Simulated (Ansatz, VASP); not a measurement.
## One calculation of Hf, two programs

The input INCAR:

```
SYSTEM = Hf
ALGO = Fast ; EDIFF = 1E-7
ENCUT = 520 ; GGA = CA
ISIF = 2 ; ISMEAR = 0
LASPH = .TRUE. ; LCHARG = .FALSE.
LREAL = .FALSE. ; LWAVE = .FALSE.
NBANDS = 11 ; NELM = 80
PREC = Accurate ; SIGMA = 0.15
```

KPOINTS

```
k-points
0
G
  20 20 20
  0 0 0
```

POSCAR

```
Hf
1.0
    0.0000000000      2.3859687719      1.8925504299
    2.3859687719      0.0000000000      1.8925504299
    2.3859687719      2.3859687719      0.0000000000
Hf
1
Direct
    0.0000000000      0.0000000000      0.0000000000
```

Input for Ansatz:

```yaml
crystal:
  lattice:
    - [0.0, 2.3859687719, 1.8925504299]
    - [2.3859687719, 0.0, 1.8925504299]
    - [2.3859687719, 2.3859687719, 0.0]
  atoms:
    - { symbol: Hf, position: [0.0, 0.0, 0.0] }
basis:
  ecutwfc: 420
kpoints:
  mp_grid: { grid: [20, 20, 20] }
hamiltonian:
  xc: lda
scf:
  occupations: { method: gaussian, width: 0.15 }
output:
  forces: true
  stress: true
  eigenvalues: true
  write_density: true
  write_potential: true
  elf: true
  volumetric_format: npy
```

Alike in both runs: task single point; functional LDA; k mesh 20 × 20 × 20; occupations gaussian, width 0.15 eV; no spin polarisation.

```csv
,VASP,Ansatz
version,VASP 6.6.1,Ansatz 0.2.0
potentials or method,"VASP PAW LDA potentials, release 64 (Hf_pv), cutoff 520 eV","scalar-relativistic, plane waves, PAW"
valence electrons in the cell,10,26
```

VASP gave:

| Property | Result |
| --- | --- |
| gap on the k mesh at the Fermi level (eV) | none |
| pressure (GPa) | -5.0 |
| traceless stress, the component that is largest in VASP (GPa) | 2.18 |

Question: What did Ansatz give for the same quantities?

Answer: gap on the k mesh at the Fermi level (eV): none; pressure (GPa): -5.0; traceless stress, the component that is largest in VASP (GPa): 2.15.

LDA's correlation is that of Perdew and Zunger in VASP and of Perdew and Wang (1992) in Ansatz. A gap of «none» marks a metal or a gap that the smearing closes. VASP's potentials hold 10 valence electrons a cell and Ansatz's 26, so a difference there can come from the potentials and not from the codes.

Neither program's run includes spin-orbit coupling.
